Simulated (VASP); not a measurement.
# SnSe (Pnma) in VASP: further runs, part 2 of 2

VASP 6.6.1. Earlier steps stand in the parts before.

## (3) Single point, PBE+D3(BJ)

INCAR reads:

```
SYSTEM = SnSe
ALGO = Normal
EDIFF = 1E-7
ENCUT = 520
GGA = PE
ISIF = 2
ISMEAR = 0
IVDW = 12
LASPH = .TRUE.
LCHARG = .TRUE.
LELF = .TRUE.
LREAL = .FALSE.
LVHAR = .TRUE.
LWAVE = .FALSE.
NBANDS = 50
NELM = 100
PREC = Accurate
SIGMA = 0.02
```

KPOINTS reads:

```
k-points
0
G
  4 8 8
  0 0 0
```

POSCAR reads:

```
SnSe
1.0
   11.4836155581      0.0000000000      0.0000000000
    0.0000000000      4.1672321195      0.0000000000
    0.0000000000      0.0000000000      4.3883961024
Sn Se
4 4
Direct
    0.1176558965      0.2500000000      0.0960558252
    0.8823441035      0.7500000000      0.9039441748
    0.3823441035      0.7500000000      0.5960558252
    0.6176558965      0.2500000000      0.4039441748
    0.8569941520      0.2500000000      0.4769926807
    0.1430058480      0.7500000000      0.5230073193
    0.6430058480      0.7500000000      0.9769926807
    0.3569941520      0.2500000000      0.0230073193
```

Potentials or basis: VASP PAW PBE potentials, release 64 (Sn_d, Se).

On the command line:

```bash
cat potpaw_PBE.64/Sn_d/POTCAR potpaw_PBE.64/Se/POTCAR > POTCAR
mpirun -np 1 vasp_std > vasp.out
```

OUTCAR:

```text
SYSTEM = SnSe
   EDIFF = 1E-7
   ENCUT = 520
   GGA = PE
   ISIF = 2
   ISMEAR = 0
   IVDW = 12
   LASPH = .TRUE.
   LREAL = .FALSE.
   NELM = 100
   PREC = Accurate
 IVDW          = 12

 ion  position               nearest neighbor table
   1  0.118  0.250  0.096-   8 2.77   6 2.82   6 2.82   2 3.51   2 3.51
   2  0.882  0.750  0.904-   7 2.77   5 2.82   5 2.82   1 3.51   1 3.51
   3  0.382  0.750  0.596-   6 2.77   8 2.82   8 2.82   4 3.51   4 3.51
   4  0.618  0.250  0.404-   5 2.77   7 2.82   7 2.82   3 3.51   3 3.51
   5  0.857  0.250  0.477-   4 2.77   2 2.82   2 2.82
   6  0.143  0.750  0.523-   3 2.77   1 2.82   1 2.82
   7  0.643  0.750  0.977-   2 2.77   4 2.82   4 2.82
   8  0.357  0.250  0.023-   1 2.77   3 2.82   3 2.82

  LATTYP: Found a simple orthorhombic cell.
 ALAT       =     4.1672321195
 B/A-ratio  =     1.0530721535
 C/A-ratio  =     2.7556937624

  Lattice vectors:

 A1 = (   0.0000000000,   4.1672321195,   0.0000000000)
 A2 = (   0.0000000000,   0.0000000000,   4.3883961024)
 A3 = (  11.4836155581,   0.0000000000,   0.0000000000)

Analysis of symmetry for initial positions (statically):
=====================================================================
 Subroutine PRICEL returns:
 Original cell was already a primitive cell.

 Routine SETGRP: Setting up the symmetry group for a
 simple orthorhombic supercell.

 Subroutine GETGRP returns: Found  8 space group operations
 (whereof  2 operations were pure point group operations)
 out of a pool of  8 trial point group operations.

The static configuration has the point symmetry S_2 .
 The point group associated with its full space group is D_2h.

Analysis of symmetry for dynamics (positions and initial velocities):
=====================================================================
 Subroutine PRICEL returns:
 Original cell was already a primitive cell.

 Routine SETGRP: Setting up the symmetry group for a
 simple orthorhombic supercell.

 Subroutine GETGRP returns: Found  8 space group operations
 (whereof  2 operations were pure point group operations)
 out of a pool of  8 trial point group operations.

[... 141 lines left out ...]
   IVDW    =    12    specifies the selected vdW correction
   LEPSILON=     F    determine dielectric tensor
   LRPA    =     F    only Hartree local field effects (RPA)
 non-spin polarized calculation
 Gauss-broadening in eV      SIGMA  =   0.02
  energy-cutoff  :      520.00
  volume of cell :      210.01
 maximum number of plane-waves:      5688
 NGX is ok and might be reduce to    90
   NGX = 43   NGY = 15   NGZ = 17

 number of electron      79.9999975 magnetization

 Free energy of the ion-electron system (eV)
  ---------------------------------------------------
  ext. energy  EPLUGINS =         0.00000000
  ---------------------------------------------------
  free energy    TOTEN  =       -32.78379784 eV

  energy without entropy =      -32.78379784  energy(sigma->0) =      -32.78379784

 E-fermi :   5.8160     XC(G=0):  -9.7919

 val. band max:        5.6460054129   @ k =   0.0000   0.0000   0.3750
 cond. band min:       6.2089431820   @ k =   0.0000   0.0000   0.0000
 fundamental gap:      0.5629377691
 Fermi energy:         5.8159599377

 k-point     1 :       0.0000    0.0000    0.0000
  band No.  band energies     occupation
      1     -15.7386      2.00000
      2     -15.7266      2.00000
      3     -15.7242      2.00000
      4     -15.7216      2.00000
      5     -15.7198      2.00000
      6     -15.7164      2.00000
[... 1261 lines left out ...]
     49       9.8082      0.00000
     50       9.8082      0.00000

 [... further k-points ...]

------------------------ aborting loop because EDIFF is reached ----------------------------------------

 Edisp (eV)   -2.94738

 E8    (eV) :    -1.3296

  FORCE on cell =-STRESS in cart. coord.  units (eV):
  Direction    XX          YY          ZZ          XY          YZ          ZX
  --------------------------------------------------------------------------------------
  -------------------------------------------------------------------------------------
  Total       0.05553     0.04057     0.02603     0.00000    -0.00000     0.00000
  in kB       0.42363     0.30952     0.19859     0.00000    -0.00000     0.00000
  external pressure =        0.31 kB  Pullay stress =        0.00 kB

 VOLUME and BASIS-vectors are now :
 -----------------------------------------------------------------------------
  energy-cutoff  :      520.00
  volume of cell :      210.01
      direct lattice vectors                 reciprocal lattice vectors
    11.483615558  0.000000000  0.000000000     0.087080588  0.000000000  0.000000000
     0.000000000  4.167232120  0.000000000     0.000000000  0.239967434  0.000000000
     0.000000000  0.000000000  4.388396102     0.000000000  0.000000000  0.227873687

 POSITION                                       TOTAL-FORCE (eV/Angst)
 -----------------------------------------------------------------------------------
      1.35112      1.04181      0.42153        -0.011896      0.000000     -0.011233
     10.13250      3.12542      3.96687         0.011896     -0.000000      0.011233
      4.39069      3.12542      2.61573         0.011896     -0.000000     -0.011233
      7.09292      1.04181      1.77267        -0.011896     -0.000000      0.011233
      9.84139      1.04181      2.09323         0.008095      0.000000     -0.010171
      1.64222      3.12542      2.29516        -0.008095     -0.000000      0.010171
      7.38403      3.12542      4.28743        -0.008095     -0.000000     -0.010171
      4.09958      1.04181      0.10097         0.008095     -0.000000      0.010171
 -----------------------------------------------------------------------------------
    total drift:                               -0.000000     -0.000000     -0.000000

  FREE ENERGIE OF THE ION-ELECTRON SYSTEM (eV)
  ---------------------------------------------------
  free  energy   TOTEN  =       -35.7311750795 eV

  energy  without entropy=      -35.7311750795  energy(sigma->0) =      -35.73117508
```

OSZICAR:

```text
N       E                     dE             d eps       ncg     rms          rms(c)
DAV:   1     0.877467248893E+03    0.87747E+03   -0.36694E+04  7992   0.208E+03
DAV:   2     0.119966254764E+03   -0.75750E+03   -0.73293E+03  7516   0.596E+02
DAV:   3    -0.231282016405E+02   -0.14309E+03   -0.13573E+03  8854   0.204E+02
DAV:   4    -0.331601316737E+02   -0.10032E+02   -0.98248E+01  8900   0.541E+01
DAV:   5    -0.335027435131E+02   -0.34261E+00   -0.34133E+00  8624   0.107E+01    0.646E+00
DAV:   6    -0.327916884913E+02    0.71106E+00   -0.12061E+00 10388   0.566E+00    0.401E+00
DAV:   7    -0.327871257799E+02    0.45627E-02   -0.58390E-01  9744   0.267E+00    0.150E+00
DAV:   8    -0.327835590017E+02    0.35668E-02   -0.62542E-02  9770   0.159E+00    0.345E-01
DAV:   9    -0.327836774029E+02   -0.11840E-03   -0.82239E-03  9390   0.604E-01    0.108E-01
DAV:  10    -0.327837495562E+02   -0.72153E-04   -0.90098E-04  9610   0.155E-01    0.579E-02
DAV:  11    -0.327838138751E+02   -0.64319E-04   -0.28725E-04  9748   0.945E-02    0.229E-02
DAV:  12    -0.327837977360E+02    0.16139E-04   -0.38779E-05  9322   0.339E-02    0.897E-03
DAV:  13    -0.327837978300E+02   -0.94064E-07   -0.74499E-06  8840   0.926E-03    0.230E-03
DAV:  14    -0.327837978354E+02   -0.54133E-08   -0.34869E-07  7064   0.388E-03
   1 F= -.35731175E+02 E0= -.35731175E+02  d E =-.383931E-35
```

stdout:

```text
POSCAR found type information on POSCAR SnSe
 POSCAR found :  2 types and       8 ions
 scaLAPACK will be used
 LDA part: xc-table for (Slater+PW92), standard interpolation
 POSCAR, INCAR and KPOINTS ok, starting setup
 FFT: planning ... GRIDC
 FFT: planning ... GRID_SOFT
 FFT: planning ... GRID
 WAVECAR not read
 entering main loop
```

Run time: 8.6 min. Hardware: 1 thread of Intel Xeon Platinum 8488C (Sapphire Rapids), shared host; peak memory 0.73 GiB.

Results:

* Free energy: -35.7312 eV
* Pressure: 0.0 GPa
* Largest force: 0.016 eV/Å
* Band gap on the k mesh: 0.56 eV (least direct gap 0.83 eV)
* Dispersion energy per atom: -0.368 eV

Forces on the atoms (eV/Å):
```
Sn  -0.012  0.000 -0.011
Sn   0.012  0.000  0.011
Sn   0.012  0.000 -0.011
Sn  -0.012  0.000  0.011
Se   0.008  0.000 -0.010
Se  -0.008  0.000  0.010
Se  -0.008  0.000 -0.010
Se   0.008  0.000  0.010
```

Levels at points of the mesh, in eV from the valence-band top:
```
           k point  band 37  band 38  band 39  band 40  band 41  band 42  band 43  band 44
(0.00, 0.00, 0.00)    -1.62    -1.29    -0.72    -0.57     0.56     2.94     3.13     3.13
(0.50, 0.00, 0.00)    -1.92    -1.92    -0.59    -0.59     2.56     2.56     2.76     2.76
(0.00, 0.50, 0.00)    -1.00    -1.00    -0.68    -0.68     0.94     0.94     1.38     1.38
(0.50, 0.50, 0.00)    -0.94    -0.94    -0.94    -0.94     1.41     1.41     1.41     1.41
(0.00, 0.00, 0.50)    -0.78    -0.78    -0.25    -0.25     1.22     1.22     1.47     1.47
(0.50, 0.00, 0.50)    -0.45    -0.45    -0.22    -0.22     1.15     1.15     1.52     1.52
(0.00, 0.50, 0.50)    -2.36    -2.36    -1.51    -1.51     2.60     2.60     3.02     3.02
(0.50, 0.50, 0.50)    -1.60    -1.60    -1.60    -1.60     2.41     2.41     2.41     2.41
```

Caveat: semilocal functionals underestimate gaps, and a narrow one can read as zero; spin-orbit coupling is left out, which moves the levels of the heavy elements.

## (4) How close it comes

Step 2. A measured gap of SnSe is 0.99 eV (indirect; 20 K; “Linear dichroism of the optical properties of SnS and SnSe van der Waals crystals”, 2024, arxiv:2409.17412); the calculated 0.56 eV misses it by -0.43 eV. 2 values of this kind are on record (0.89 to 0.99 eV); this one was drawn at random. Spin-orbit coupling on Se, Sn is left out. The value is that of PBE+D3(BJ) on a finite k mesh, which can miss the band edges, without temperature or zero-point motion. Semilocal functionals fall short of measured gaps as a rule.

Step 3. Against the measured gap of SnSe, 0.99 eV (indirect; 20 K; “Linear dichroism of the optical properties of SnS and SnSe van der Waals crystals”, 2024, arxiv:2409.17412), the calculated 0.56 eV is off by -0.43 eV. 2 values of this kind are on record (0.89 to 0.99 eV); this one was drawn at random. Spin-orbit coupling on Se, Sn is left out. The value is that of PBE+D3(BJ) on a finite k mesh, which can miss the band edges, without temperature or zero-point motion. Semilocal functionals fall short of measured gaps as a rule.
